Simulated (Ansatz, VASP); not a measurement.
# BaTiO3: VASP beside Ansatz

File INCAR:

```
PREC = Accurate
ENCUT = 520
EDIFF = 1E-6
ISMEAR = 0
SIGMA = 0.05
LREAL = F
LASPH = T
NELM = 150
ALGO = Normal
ISIF = 2
LWAVE = F
LCHARG = F
ISPIN = 2
MAGMOM = 0 0 1 -1 0 0 0 0 0 0
LORBIT = 11
LMAXMIX = 4
GGA = PE
NBANDS = 55
```

Contents of KPOINTS:

```
regular mesh
0
Gamma
  6 6 6
```

The input POSCAR:

```
BaTiO3
1.0
    0.0000000000      4.0192633565      4.0192633565
    4.0192633565      0.0000000000      4.0192633565
    4.0192633565      4.0192633565      0.0000000000
Ba Ti O
2 2 6
Direct
    0.2500000000      0.2500000000      0.2500000000
    0.7500000000      0.7500000000      0.7500000000
    0.0000000000      0.0000000000      0.0000000000
    0.5000000000      0.5000000000      0.5000000000
   -0.2500000000      0.2500000000      0.2500000000
    0.2500000000     -0.2500000000      0.2500000000
    0.2500000000      0.2500000000     -0.2500000000
    0.2500000000      0.7500000000      0.7500000000
    0.7500000000      0.2500000000      0.7500000000
    0.7500000000      0.7500000000      0.2500000000
```

Input for Ansatz:

```yaml
crystal:
  lattice:
    - [0.0, 4.0192633565, 4.0192633565]
    - [4.0192633565, 0.0, 4.0192633565]
    - [4.0192633565, 4.0192633565, 0.0]
  atoms:
    - { symbol: Ba, position: [0.25, 0.25, 0.25] }
    - { symbol: Ti, position: [0.0, 0.0, 0.0], spin: 1.0 }
    - { symbol: O, position: [-0.25, 0.25, 0.25] }
    - { symbol: O, position: [0.25, -0.25, 0.25] }
    - { symbol: O, position: [0.25, 0.25, -0.25] }
    - { symbol: Ba, position: [0.75, 0.75, 0.75] }
    - { symbol: Ti, position: [0.5, 0.5, 0.5], spin: -1.0 }
    - { symbol: O, position: [0.25, 0.75, 0.75] }
    - { symbol: O, position: [0.75, 0.25, 0.75] }
    - { symbol: O, position: [0.75, 0.75, 0.25] }
basis:
  ecutwfc: 420
  ecutrho_ratio: 4
kpoints:
  mp_grid: { grid: [6, 6, 6] }
hamiltonian:
  xc: pbe
scf:
  occupations: { method: gaussian, width: 0.05 }
  lower_state_search: "off"
output:
  forces: true
  stress: true
  eigenvalues: true
  populations: true
magnetization:
  spin_polarized: true
```

Alike in both runs: task single point; functional PBE; k mesh 6 × 6 × 6; occupations gaussian, width 0.05 eV; collinear spin.

|  | VASP | Ansatz |
| --- | --- | --- |
| version | VASP 6.6.1 | Ansatz 0.2.0 |
| potentials or method | VASP PAW PBE potentials, release 64 (Ba_sv, Ti_sv, O), cutoff 520 eV | scalar-relativistic, plane waves, PAW |
| valence electrons in the cell | 80 | 80 |

Ansatz gave:

| Property | Result |
| --- | --- |
| gap on the k mesh at the Fermi level (eV) | 1.78 |
| least direct gap on the mesh (eV) | 1.78 |
| pressure (GPa) | 0.0 |
| net moment per atom (μB) | 0.00 |

Task: Estimate VASP's values.

Result: gap on the k mesh at the Fermi level (eV): 1.72; least direct gap on the mesh (eV): 1.72; pressure (GPa): 1.7; net moment per atom (μB): 0.00.

Ansatz's warnings: seeded moment not kept.

Neither program's run includes spin-orbit coupling.
